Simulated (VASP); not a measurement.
# Fe (P6_3/mmc) in VASP: notebook

Fe is run at these levels: LDA; tasks: single point, relaxation of cell and atoms.

Everything below comes from runs of VASP 6.6.1. Logs are shortened: lines on timing, memory, paths and dates and some standing lists are left out, and cuts for length are marked.

## 1. The cell of the first run

It takes space group P6_3/mmc (No. 194, hexagonal). The conventional cell has a = 2.489 Å, b = 2.489 Å, c = 8.012 Å, α = 90.00°, β = 90.00°, γ = 120.00°. Fe (site symmetry -3m) has 12 Fe at 2.47 to 2.49 Å within 3.3 Å. Fe (site symmetry -6m2) has 12 Fe at 2.47 to 2.49 Å within 3.3 Å.

This isn't the form of Fe at room conditions, which is bcc.

## 2. Single point, LDA (10.75 Å³/atom)

File INCAR:

```
PREC = Accurate
ENCUT = 520
EDIFF = 1E-6
ISMEAR = -1
SIGMA = 0.1
LREAL = False
LASPH = True
NELM = 60
ALGO = Normal
ISIF = 2
LWAVE = False
LCHARG = False
GGA = CA
NBANDS = 24
```

File KPOINTS:

```
regular mesh
0
Gamma
  17 17 5
```

File POSCAR:

```
Fe
1.0
    2.4894978662      0.0000000000      0.0000000000
   -1.2447489331      2.1559683948      0.0000000000
    0.0000000000      0.0000000000      8.0121345064
Fe
4
Direct
    1.0000000000      0.0000000000      0.0000000000
    1.0000000000      0.0000000000      0.5000000000
    0.3333333333      0.6666666667      0.2500000000
    0.6666666667      0.3333333333      0.7500000000
```

Potentials or basis: VASP PAW LDA potentials, release 64 (Fe).

Started as:

```bash
$ cat potpaw_LDA.64/Fe/POTCAR > POTCAR
$ mpirun -np 1 vasp_std > vasp.out
```

OUTCAR:

```text
PREC = Accurate
   ENCUT = 520
   EDIFF = 1E-6
   ISMEAR = -1
   LREAL = False
   LASPH = True
   NELM = 60
   ISIF = 2
   GGA = CA

 ion  position               nearest neighbor table
   1  0.000  0.000  0.000-   3 2.47   4 2.47   4 2.47   3 2.47   4 2.47   3 2.47
   2  0.000  0.000  0.500-   3 2.47   4 2.47   4 2.47   3 2.47   4 2.47   3 2.47
   3  0.333  0.667  0.250-   1 2.47   2 2.47   1 2.47   2 2.47   1 2.47   2 2.47
   4  0.667  0.333  0.750-   1 2.47   2 2.47   1 2.47   2 2.47   1 2.47   2 2.47

  LATTYP: Found a hexagonal cell.
 ALAT       =     2.4894978662
 C/A-ratio  =     3.2183737191

  Lattice vectors:

 A1 = (   2.4894978662,   0.0000000000,   0.0000000000)
 A2 = (  -1.2447489331,   2.1559683948,   0.0000000000)
 A3 = (   0.0000000000,   0.0000000000,   8.0121345064)

Analysis of symmetry for initial positions (statically):
=====================================================================
 Subroutine PRICEL returns:
 Original cell was already a primitive cell.

 Routine SETGRP: Setting up the symmetry group for a
 hexagonal supercell.

 Subroutine GETGRP returns: Found 24 space group operations
 (whereof 12 operations were pure point group operations)
 out of a pool of 24 trial point group operations.

The static configuration has the point symmetry D_3d.
 The point group associated with its full space group is D_6h.

Analysis of symmetry for dynamics (positions and initial velocities):
=====================================================================
 Subroutine PRICEL returns:
 Original cell was already a primitive cell.

 Routine SETGRP: Setting up the symmetry group for a
 hexagonal supercell.

 Subroutine GETGRP returns: Found 24 space group operations
 (whereof 12 operations were pure point group operations)
 out of a pool of 24 trial point group operations.

The dynamic configuration has the point symmetry D_3d.
 The point group associated with its full space group is D_6h.

 Subroutine INISYM returns: Found 24 space group operations
 (whereof 12 operations are pure point group operations),
 and found     1 'primitive' translations

----------------------------------------------------------------------------------------

                                     Primitive cell

  volume of cell :      43.0034

  direct lattice vectors                    reciprocal lattice vectors
     2.489497866  0.000000000  0.000000000     0.401687430  0.231914346  0.000000000
    -1.244748933  2.155968395  0.000000000     0.000000000  0.463828692  0.000000000
     0.000000000  0.000000000  8.012134506     0.000000000  0.000000000  0.124810685

  length of vectors
     2.489497866  2.489497866  8.012134506     0.463828692  0.463828692  0.124810685

  position of ions in fractional coordinates (direct lattice)
     0.000000000  0.000000000  0.000000000
     0.000000000  0.000000000  0.500000000
     0.333333333  0.666666667  0.250000000
     0.666666667  0.333333333  0.750000000

  ion indices of the primitive-cell ions
   primitive index   ion index
                 1           1
                 2           2
                 3           3
                 4           4

----------------------------------------------------------------------------------------

 KPOINTS: regular mesh

Automatic generation of k-mesh.
 Grid dimensions read from file:
 generate k-points for:   17   17    5

 Generating k-lattice:

  Cartesian coordinates                     Fractional coordinates (reciprocal lattice)
     0.023628672  0.013642020  0.000000000     0.058823529  0.000000000  0.000000000
     0.000000000  0.027284041  0.000000000     0.000000000  0.058823529  0.000000000
     0.000000000  0.000000000  0.024962137     0.000000000  0.000000000  0.200000000

  Length of vectors
     0.027284041  0.027284041  0.024962137

  Shift w.r.t. Gamma in fractional coordinates (k-lattice)
     0.000000000  0.000000000  0.000000000

 Subroutine IBZKPT returns following result:
 ===========================================

 Found     99 irreducible k-points:

 Following reciprocal coordinates:
            Coordinates               Weight
  0.000000  0.000000  0.000000      1.000000
  0.058824  0.000000  0.000000      6.000000
  0.117647  0.000000  0.000000      6.000000
  0.176471 -0.000000  0.000000      6.000000
  0.235294  0.000000  0.000000      6.000000
  0.294118 -0.000000  0.000000      6.000000
[... 16 lines left out ...]
  0.411765  0.117647  0.000000     12.000000
  0.176471  0.176471  0.000000      6.000000
 [... further k-points ...]
   k-points           NKPTS =     99   k-points in BZ     NKDIM =     99   number of bands    NBANDS=     24
   number of dos      NEDOS =    301   number of ions     NIONS =      4
   total plane-waves  NPLWV =  24000
   dimension x,y,z NGX =    20 NGY =   20 NGZ =   60
   dimension x,y,z NGXF=    40 NGYF=   40 NGZF=  120
   ions per type =               4
   NGX,Y,Z   is equivalent  to a cutoff of  13.36, 13.36, 12.45 a.u.
   NGXF,Y,Z  is equivalent  to a cutoff of  26.71, 26.71, 24.90 a.u.
 SYSTEM =  unknown system
   PREC   = accura    normal or accurate (medium, high low for compatibility)
   ISTART =      0    job   : 0-new  1-cont  2-samecut
   ICHARG =      2    charge: 1-file 2-atom 10-const
   ISPIN  =      1    spin polarized calculation?
   LNONCOLLINEAR =      F non collinear calculations
   LSORBIT =      F    spin-orbit coupling
   LASPH  =      T    aspherical Exc in radial PAW
   ENCUT  =  520.0 eV  38.22 Ry    6.18 a.u.   4.63  4.63 14.90*2*pi/ulx,y,z
   NELM   =     60;   NELMIN=  2; NELMDL= -5     # of ELM steps
   EDIFF  = 0.1E-05   stopping-criterion for ELM
   LREAL  =      F    real-space projection
   EDIFFG = 0.1E-04   stopping-criterion for IOM
   NSW    =      0    number of steps for IOM
   IBRION =     -1    ionic relax: 0-MD 1-quasi-New 2-CG
   NFREE  =      0    steps in history (QN), initial steepest desc. (CG)
   ISIF   =      2    stress and relaxation
   ISYM   =      2    0-nonsym 1-usesym 2-fastsym
   POTIM  = 0.5000    time-step for ionic-motion
   TEBEG  =    0.0;   TEEND  =   0.0 temperature during run
   PSTRESS=    0.0 pullay stress
   NELECT =      32.0000    total number of electrons
   NUPDOWN=      -1.0000    fix difference up-down
   EMIN   =  10.00;   EMAX   =-10.00  energy-range for DOS
   EFERMI =   0.00;   METHOD = LEGACY
   ISMEAR =    -1;   SIGMA  =   0.10  broadening in eV -4-tet -1-fermi 0-gaus
   EFERMI_NEDOS =   21; number of points for ismear=-14 and -15
   IALGO  =     38    algorithm
   IMIX   =      4    mixing-type and parameters
     AMIX     =   0.40;   BMIX     =  1.00
     AMIX_MAG =   1.60;   BMIX_MAG =  1.00
  volume/ion in A,a.u.               =      10.75        72.55
  Fermi-wavevector in a.u.,A,eV,Ry     =   1.483511  2.803429 29.943758  2.200804
  Thomas-Fermi vector in A             =   2.597163
   LORBIT       =      0    0 simple, 1 ext, 2 COOP (PROOUT), +10 PAW based schemes
   GGA     = CA    functional components
   LHFCALC =     F    Hartree Fock is set to
   AEXX    =    0.0000 exact exchange contribution
   IVDW    =     0    specifies the selected vdW correction
   LEPSILON=     F    determine dielectric tensor
   LRPA    =     F    only Hartree local field effects (RPA)
 non-spin polarized calculation
  energy-cutoff  :      520.00
  volume of cell :       43.00
 maximum number of plane-waves:      1174
 NGX is ok and might be reduce to    20
   NGX =  9   NGY =  9   NGZ = 29

 number of electron      32.0000010 magnetization

 Free energy of the ion-electron system (eV)
  ---------------------------------------------------
  ext. energy  EPLUGINS =         0.00000000
  ---------------------------------------------------
  free energy    TOTEN  =       -37.01906129 eV

  energy without entropy =      -36.77922157  energy(sigma->0) =      -36.89914143

 E-fermi :   6.1377     XC(G=0): -13.7653

 val. band max:        6.1376127408   @ k =   0.1765  -0.0000   0.2000
 cond. band min:       6.1384363908   @ k =   0.2941   0.1176   0.4000
 fundamental gap:      0.0008236501
 Fermi energy:         6.1376991076

 k-point     1 :       0.0000    0.0000    0.0000
  band No.  band energies     occupation
      1      -2.4032      2.00000
      2      -0.1042      2.00000
      3      -0.0972      2.00000
      4       1.5322      2.00000
      5       4.1539      2.00000
      6       4.1544      2.00000
[... 16 lines left out ...]
     23       6.9683      0.00049
     24       6.9683      0.00049

 k-point     2 :       0.0588    0.0000    0.0000
  band No.  band energies     occupation
      1      -2.2782      2.00000
      2       0.0030      2.00000
      3       0.0096      2.00000
      4       1.6184      2.00000
      5       4.0441      2.00000
      6       4.1015      2.00000
[... 16 lines left out ...]
     23       6.9772      0.00045
     24       7.7735      0.00000

 k-point     3 :       0.1176    0.0000    0.0000
  band No.  band energies     occupation
      1      -1.9104      2.00000
      2       0.3091      2.00000
      3       0.3142      2.00000
      4       1.8592      2.00000
      5       3.8140      2.00000
      6       3.9670      2.00000
[... 16 lines left out ...]
     23       7.0025      0.00035
     24       8.8701      0.00000
[... 514 lines left out ...]
 k-point    23 :       0.4118    0.1176    0.0000
  band No.  band energies     occupation
      1       1.7453      2.00000
      2       1.7592      2.00000
      3       2.1927      2.00000
      4       2.6181      2.00000
      5       2.9962      2.00000
      6       3.0049      2.00000
[... 16 lines left out ...]
     23       9.9545      0.00000
     24      11.3538      0.00000

 k-point    24 :       0.1765    0.1765    0.0000
  band No.  band energies     occupation
      1       0.5312      2.00000
      2       1.8222      2.00000
      3       1.8247      2.00000
      4       2.8904      2.00000
      5       3.0209      2.00000
      6       3.1981      2.00000
[... 16 lines left out ...]
     23       7.8195      0.00000
     24      13.0048      0.00000

 [... further k-points ...]

------------------------ aborting loop because EDIFF is reached ----------------------------------------

  FORCE on cell =-STRESS in cart. coord.  units (eV):
  Direction    XX          YY          ZZ          XY          YZ          ZX
  --------------------------------------------------------------------------------------
  -------------------------------------------------------------------------------------
  Total       -8.0209090     -8.0209090     -8.2094160      0.0000000      0.0000000      0.0000000
  in kB     -298.8352275   -298.8352275   -305.8584374      0.0000000      0.0000000      0.0000000
  external PRESSURE =    -301.1762974 kB  Pullay stress =       0.0000000 kB

 VOLUME and BASIS-vectors are now :
 -----------------------------------------------------------------------------
  energy-cutoff  :      520.00
  volume of cell :       43.00
      direct lattice vectors                 reciprocal lattice vectors
     2.489497866  0.000000000  0.000000000     0.401687430  0.231914346  0.000000000
    -1.244748933  2.155968395  0.000000000     0.000000000  0.463828692  0.000000000
     0.000000000  0.000000000  8.012134506     0.000000000  0.000000000  0.124810685

 POSITION                                       TOTAL-FORCE (eV/Angst)
 -----------------------------------------------------------------------------------
      0.00000      0.00000      0.00000        -0.000000      0.000000      0.000000
      0.00000      0.00000      4.00607        -0.000000      0.000000      0.000000
     -0.00000      1.43731      2.00303         0.000000     -0.000000      0.000000
      1.24475      0.71866      6.00910        -0.000000      0.000000     -0.000000
 -----------------------------------------------------------------------------------
    total drift:                                0.000000     -0.000000      0.000000

  FREE ENERGIE OF THE ION-ELECTRON SYSTEM (eV)
  ---------------------------------------------------
  free  energy   TOTEN  =       -37.0190612860 eV

  energy  without entropy=      -36.7792215678  energy(sigma->0) =      -36.89914143
```

It took 1.9 min on 1 thread of Intel Xeon 8259CL, shared host; peak memory 0.19 GiB.

Results:

```
Free energy            : -37.0191 eV
Pressure               : -30.1 GPa
Band gap on the k mesh : zero (bands 16 and 17 overlap by 1.60 eV)
```

Stress tensor (GPa, compression positive):
```
-29.88   0.00   0.00
  0.00 -29.88   0.00
  0.00   0.00 -30.59
```

Caveat: the cell stands under tension; the run has no spin polarisation, though such a crystal can be magnetic. Spin polarisation is off, so any magnetic state and its effect on volume and gap are missing.

## 3. Single point, LDA

This run uses another cell than the first one, of 9.60 Å³/atom.

File INCAR:

```
SYSTEM = Fe
PREC = Accurate ; ENCUT = 520
EDIFF = 1E-6 ; ISMEAR = -1
SIGMA = 0.1 ; LREAL = .FALSE.
LASPH = .TRUE. ; NELM = 60
ALGO = Normal ; ISIF = 2
LWAVE = .FALSE. ; LCHARG = .FALSE.
NBANDS = 24
```

File KPOINTS:

```
regular mesh
0
G
  20 20 6
  0 0 0
```

File POSCAR:

```
Fe
1.0
    2.3972081792      0.0000000000      0.0000000000
   -1.1986040896      2.0760431813      0.0000000000
    0.0000000000      0.0000000000      7.7151118029
Fe
4
Direct
    1.0000000000      0.0000000000      0.0000000000
    1.0000000000      0.0000000000      0.5000000000
    0.3333333333      0.6666666667      0.2500000000
    0.6666666667      0.3333333333      0.7500000000
```

Potentials or basis: VASP PAW LDA potentials, release 64 (Fe).

Started as:

```bash
$ cat potpaw_LDA.64/Fe/POTCAR > POTCAR
$ mpirun -np 1 vasp_std > vasp.out
```

It took 3.2 min on 1 thread of Intel Xeon 8259CL, shared host; peak memory 0.23 GiB.

It converged, with:

| Item | Value |
| --- | --- |
| Free energy | -37.5021 eV |
| Pressure | -0.3 GPa |
| Band gap on the k mesh | zero (bands 16 and 17 overlap by 1.87 eV) |

Stress tensor (GPa, compression positive):
```
-0.24  0.00  0.00
 0.00 -0.24  0.00
 0.00  0.00 -0.38
```

Levels at points of the mesh, in eV from the Fermi level:
```csv
k point,band 13,band 14,band 15,band 16,band 17,band 18,band 19,band 20
"(0.00, 0.00, 0.00)",-1.54,-1.46,-1.46,-0.52,-0.52,-0.02,-0.02,0.38
"(0.50, 0.00, 0.00)",-0.61,0.97,1.01,1.01,1.10,1.10,1.22,1.27
"(0.00, 0.00, 0.50)",-1.68,-1.68,-1.21,-1.21,-0.24,-0.24,-0.24,-0.24
"(0.50, 0.00, 0.50)",-0.42,-0.42,0.57,0.57,1.03,1.03,1.21,1.21
```

Caveat: the run has no spin polarisation, though such a crystal can be magnetic. Spin polarisation is off, so any magnetic state and its effect on volume and gap are missing.

## 4. Relaxation of cell and atoms, LDA

This run uses another cell than the first one, of 11.78 Å³/atom.

File INCAR:

```
ALGO = Normal
EDIFF = 1E-7
EDIFFG = -0.01
ENCUT = 600
GGA = CA
IBRION = 2
ISIF = 3
ISMEAR = -1
LASPH = True
LCHARG = False
LREAL = False
LWAVE = False
NELM = 100
NSW = 80
PREC = Accurate
SIGMA = 0.1
```

File KPOINTS:

```
k-points
0
Gamma
  14 14 4
```

File POSCAR:

```
Fe
1.0
    2.5537576109      0.0000000000      0.0000000000
   -1.2768788055      2.2116189662      0.0000000000
    0.0000000000      0.0000000000      8.3405723573
Fe
4
Direct
    0.0000000000      0.0000000000      0.0000000000
    0.0000000000      0.0000000000      0.5000000000
    0.3333333333      0.6666666667      0.2500000000
    0.6666666667      0.3333333333      0.7500000000
```

Started as:

```bash
$ cat potpaw_LDA.64/Fe/POTCAR > POTCAR
$ mpirun -np 1 vasp_std > vasp.out
```

Run time: 10 min. Hardware: 1 thread of Intel Xeon 8259CL, shared host; peak memory 0.21 GiB.

It converged, with:

```
Free energy                           : -37.5046 eV
Relaxed volume                        : 9.59 Å³/atom
Relaxed cell                          : a = 2.396 Å, b = 2.396 Å, c = 7.712 Å, α = 90.00°, β = 90.00°, γ = 120.00°
Space group after relaxing (to 0.1 Å) : P6_3/mmc (No. 194)
Pressure after relaxing               : 0.0 GPa
```

Final structure:
```
Fe
1.0
     2.39649    0.00000    0.00000
    -1.19824    2.07542    0.00000
     0.00000    0.00000    7.71151
Fe
4
Cartesian
  0.0000 0.0000 0.0000
  0.0000 0.0000 3.8558
  0.0000 1.3836 1.9279
  1.1982 0.6918 5.7836
```

Levels at points of the mesh, in eV from the Fermi level:
```
           k point  band 12  band 13  band 14  band 15  band 16  band 17  band 18  band 19  band 20
(0.00, 0.00, 0.00)    -1.54    -1.54    -1.46    -1.46    -0.51    -0.51    -0.02    -0.02     0.42
(0.50, 0.00, 0.00)    -0.64    -0.61     0.97     1.01     1.02     1.10     1.11     1.23     1.27
(0.00, 0.00, 0.50)    -1.68    -1.68    -1.68    -1.20    -1.20    -0.24    -0.24    -0.24    -0.24
(0.50, 0.00, 0.50)    -1.06    -0.42    -0.42     0.57     0.57     1.04     1.04     1.22     1.22
```

Caveat: the volume moved by over 15 % at a fixed basis, so the end points are rough; the highest band is partly filled, so the run has too few bands; the run has no spin polarisation, though such a crystal can be magnetic. Spin polarisation is off, so any magnetic state and its effect on volume and gap are missing.

## 5. The runs side by side

```tsv
task	cell	k mesh	cutoff (eV)	gap on the mesh (eV)	pressure (GPa)
single point	a = 2.489, b = 2.489, c = 8.012 Å, angles 90.0, 90.0, 120.0°, 4 atoms	17 × 17 × 5	520	none	-30.1
single point	a = 2.397, b = 2.397, c = 7.715 Å, angles 90.0, 90.0, 120.0°, 4 atoms	20 × 20 × 6	520	none	-0.3
relaxation of cell and atoms	relaxed from a = 2.554, b = 2.554, c = 8.341 Å, angles 90.0, 90.0, 120.0°, 4 atoms	14 × 14 × 4	600	-	0.0
```

Alike in all rows: level LDA; potentials or basis VASP PAW LDA potentials, release 64 (Fe); no spin polarisation; smearing fermi-dirac 0.1 eV.

Caveats: the run has no spin polarisation, though such a crystal can be magnetic; the cell stands under tension (at least some runs); the volume moved by over 15 % at a fixed basis, so the end points are rough (at least some runs); the highest band is partly filled, so the run has too few bands (at least some runs).

Total energies depend on the potentials used, so only differences within one code and one set of settings carry meaning.
